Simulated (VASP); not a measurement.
Input of a VASP 6.6.1 run:

The input INCAR:

```
SYSTEM = CaPdI4
ALGO = Normal ; EDIFF = 1E-7
ENCUT = 520 ; GGA = PS
ISIF = 2 ; ISMEAR = -1
LASPH = .True. ; LCHARG = .False.
LREAL = .False. ; LWAVE = .False.
NBANDS = 33 ; NELM = 100
PREC = Accurate ; SIGMA = 0.05
```

Contents of KPOINTS:

```
k-points
0
Gamma
  4 4 2
  0 0 0
```

Contents of POSCAR:

```
CaPdI4
1.0
    5.8680321401      0.1001640834     -1.0785932963
    0.0987186750      5.8694909904      1.0516248890
   -1.8604721414      1.8012199916      6.7695117974
Ca Pd I
1 1 4
Direct
   -0.1997981490     -0.2080924138      0.0011800854
    0.5551497275      0.5365679333      0.5011899945
    0.7809348807      0.3187256316      0.9448753728
    0.3294025780      0.7549024656      0.0575343841
    0.5500311200      0.0425831846      0.4886653367
    0.0617567242      0.5297289860      0.5137367777
```

Potentials or basis: VASP PAW PBE potentials, release 64 (Ca_sv, Pd, I).

The run is started by

```console
$ cat potpaw_PBE.64/Ca_sv/POTCAR potpaw_PBE.64/Pd/POTCAR potpaw_PBE.64/I/POTCAR > POTCAR
$ mpirun -np 1 vasp_std > vasp.out
```

Question: Estimate the pressure.

Answer: 0.0 GPa.

Question: Predict the band gap on the k mesh.

Answer: Zero (bands 24 and 25 overlap by 1.80 eV).

Question: Estimate the largest force.

Answer: 0.014 eV/Å.

Forces on the atoms (eV/Å):
```
Ca  -0.002 -0.004  0.001
Pd   0.000 -0.002  0.000
I   -0.002  0.005 -0.005
I    0.004 -0.001  0.004
I   -0.003  0.004 -0.013
I    0.003 -0.002  0.013
```

Caveat: the k points lie up to 0.46 Å⁻¹ apart, too coarse for converged energies and pressures of a metal; the PAW data sets were made with another functional, which shifts forces and pressure a little; spin-orbit coupling is left out, which moves the levels of the heavy elements.
